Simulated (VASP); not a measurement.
Be2Cd: single point with PBE

Crystal: Be2Cd.

```
Be Cd
1.0
    -1.31769    1.83927    4.31942
     1.31769   -1.83927    4.31942
     1.31769    1.83927   -4.31942
Be Cd
2 1
Cartesian
  0.0000 1.8393 2.1209
  1.3177 0.0000 2.1985
  0.0000 0.0000 0.0000
```

```json
{
  "Program": "VASP 6.6.1",
  "Task": "single point",
  "Functional": "PBE",
  "Potentials or basis": "VASP PAW PBE potentials, release 64 (Be, Cd)",
  "Cutoff": "520 eV",
  "k mesh": "22 × 22 × 22",
  "Occupations": "gaussian, width 0.1 eV",
  "Spin": "no spin polarisation",
  "Dipole correction": "no",
  "Further INCAR settings": "ALGO = Fast; EDIFF = 1e-06; NBANDS = 15"
}
```

```
Pressure               : 0.4 GPa
Largest force          : 0.008 eV/Å
Band gap on the k mesh : zero (bands 8 and 9 overlap by 2.80 eV)
```

Forces in eV/Å, atoms in the order of the input:
```
Be   0.000  0.000 -0.008
Be   0.000  0.000  0.008
Cd   0.000  0.000  0.000
```

Stress tensor (GPa, compression positive):
```
0.64 0.00 0.00
0.00 0.18 0.00
0.00 0.00 0.32
```

Levels at points of the mesh, in eV from the Fermi level:
| k point | band 4 | band 5 | band 6 | band 7 | band 8 | band 9 | band 10 | band 11 | band 12 | band 13 |
| --- | --- | --- | --- | --- | --- | --- | --- | --- | --- | --- |
| (0.00, 0.00, 0.00) | -8.88 | -8.55 | -8.41 | -2.85 | -0.23 | 0.30 | 4.33 | 4.45 | 5.68 | 7.46 |
| (0.50, 0.00, 0.00) | -8.54 | -8.46 | -6.30 | -5.97 | -2.28 | -1.51 | 5.02 | 6.15 | 9.48 | 9.85 |
| (0.00, 0.50, 0.00) | -8.91 | -8.47 | -4.08 | -3.24 | -0.42 | 1.29 | 3.97 | 4.61 | 6.10 | 7.85 |
| (0.50, 0.50, 0.00) | -9.00 | -8.15 | -2.70 | -2.50 | -1.28 | 0.60 | 2.09 | 3.82 | 5.32 | 7.24 |
| (0.50, 0.50, 0.50) | -8.54 | -8.41 | -7.60 | -7.23 | -1.37 | 4.03 | 6.37 | 6.88 | 7.79 | 7.93 |

Wall time 15 min on 1 thread of Intel(R) Xeon(R) Platinum 8124M CPU @ 3.00GHz (Skylake/Cascade Lake), with other jobs on the host, peak memory 1 GiB.
